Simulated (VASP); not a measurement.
Crystal: CsCl.

```
Cs Cl
1.0
     4.12300    0.00000    0.00000
     0.00000    4.12300    0.00000
     0.00000    0.00000    4.12300
Cs Cl
1 1
Direct
  0.00000 0.00000 0.00000
  0.50000 0.50000 0.50000
```

```yaml
Program: VASP 6.6.1
Task: relaxation of cell and atoms
Functional: RPBE
Potentials_or_basis: VASP PAW PBE potentials, release 64 (Cs_sv, Cl)
Cutoff: 500 eV
k_mesh: 6 × 6 × 6
Occupations: gaussian, width 0.01 eV
Spin: no spin polarisation
```

At the start: pressure 2.8 GPa; volume 35.04 Å³/atom.

Problem. Where does the relaxation end?

Solution. Over 6 steps the energy falls by 52.1 meV/atom and the volume is 42.08 Å³/atom (+20.1 %); space group Pm-3m (No. 221, to 0.1 Å) before and after.

The path:
```
step  energy change (eV)  largest force (eV/Å)  pressure (GPa)  volume (Å³)
   1              0.0000                0.0000            2.84        70.09
   2             -0.0790                0.0000            1.18        76.58
   3             -0.1030                0.0000            0.23        82.30
   4             -0.1043                0.0000            0.03        83.89
   5             -0.1043                0.0000           -0.01        84.18
   6             -0.1043                0.0000            0.00        84.15
```

Final structure:
```
Cs Cl
1.0
     4.38214    0.00000    0.00000
     0.00000    4.38214    0.00000
     0.00000    0.00000    4.38214
Cs Cl
1 1
Direct
  0.00000 0.00000 0.00000
  0.50000 0.50000 0.50000
```

Caveat: the volume moved by over 15 % at a fixed basis, so the end points are rough; the PAW data sets were made with another functional, which shifts forces and pressure a little.
